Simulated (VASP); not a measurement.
Write the native input for VASP 6.6.1 that does the following.

```
Task                   : single point
Functional             : PBE
Potentials or basis    : VASP PAW PBE potentials, release 64 (H)
Cutoff                 : 520 eV
k mesh                 : 8 × 8 × 8
Occupations            : gaussian, width 0.05 eV
Spin                   : no spin polarisation
Dipole correction      : no
Further INCAR settings : ALGO = Normal; EDIFF = 1e-07; NBANDS = 8
```

The structure of H lies in POSCAR:

```
H
1.0
   -1.9197880051      1.7899472705      2.2855640979
    1.9197880051     -1.7899472705      2.2855640979
    1.9197880051      1.7899472705     -2.2855640979
H
2
Direct
    0.9178910720      0.9178910720      0.0000000000
    0.0821089280      0.0821089280      0.0000000000
```

This cell differs from its parent crystal: strain +0.0350 x Voigt [1, -1, 0, 0, 0, 0].

One way to write it, as run:

INCAR

```
SYSTEM = H
ALGO     = Normal         ! electronic algorithm
EDIFF    = 1E-7           ! SCF threshold, eV
ENCUT    = 520            ! plane-wave cutoff, eV
GGA      = PE             ! functional
ISIF     = 2              ! what is computed and relaxed
ISMEAR   = 0              ! smearing method
LASPH    = .TRUE.         ! aspherical terms in the spheres
LCHARG   = .FALSE.        ! write CHGCAR
LREAL    = .FALSE.        ! projectors in reciprocal space
LWAVE    = .FALSE.        ! write WAVECAR
NBANDS   = 8              ! bands
NELM     = 80             ! most SCF steps
PREC     = Accurate       ! precision mode
SIGMA    = 0.05           ! smearing width, eV
```

KPOINTS

```
k-points
0
G
  8 8 8
  0 0 0
```

Potentials or basis: VASP PAW PBE potentials, release 64 (H).

The run is started by

```bash
$ cat potpaw_PBE.64/H/POTCAR > POTCAR
$ mpirun -np 1 vasp_std > vasp.out
```

Results of the run:

```yaml
Pressure: -0.1 GPa
Largest_force: 0.009 eV/Å
Band_gap_on_the_k_mesh: 9.14 eV, indirect (least direct gap 9.66 eV)
```

Caveat: the cell differs from its parent crystal (strain +0.0350 x Voigt [1, -1, 0, 0, 0, 0]).

It took 13 s on 1 thread of Intel Xeon 6975P-C, with other jobs on the host, peak memory 0.15 GiB.
